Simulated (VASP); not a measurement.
Runs of VASP 6.6.1 on BaAs7. The structure is that of space group Fm-3m (No. 225), or close to it. The cells are those of the table. The cell was generated, and may not be a known phase.

```tsv
task	cell	k mesh	cutoff (eV)	gap on the mesh (eV)	pressure (GPa)
relaxation of cell and atoms	relaxed from a = 6.477 Å, angles 60.0°, 8 atoms	4 × 4 × 4	600	none	0.0
single point	a = 6.294 Å, angles 60.0°, 8 atoms	8 × 8 × 8	520	none	0.7
single point	a = 6.315 Å, angles 60.0°, 8 atoms	4 × 4 × 4	520	none	0.3
relaxation of cell and atoms	relaxed from a = 6.315 Å, angles 60.0°, 8 atoms	8 × 8 × 8	600	none	0.0
single point	a = 6.477 Å, angles 60.0°, 8 atoms	4 × 4 × 4	520	none	(a)
```

Alike in all rows: level PBE; potentials or basis VASP PAW PBE potentials, release 64 (Ba_sv, As); no spin polarisation; smearing gaussian 0.1 eV.

**Question.** Fill in the values left out.

**Answer.** (a) -3.7.

Caveats: spin-orbit coupling is left out, which moves the levels of the heavy elements; the relaxation stopped at its first step, so nothing moved (at least some runs); the cell stands under tension (at least some runs).

A k mesh can miss the band edges, and the runs leave out spin-orbit coupling on As, Ba.

A gap of «none» marks levels without a gap at the run's occupations.
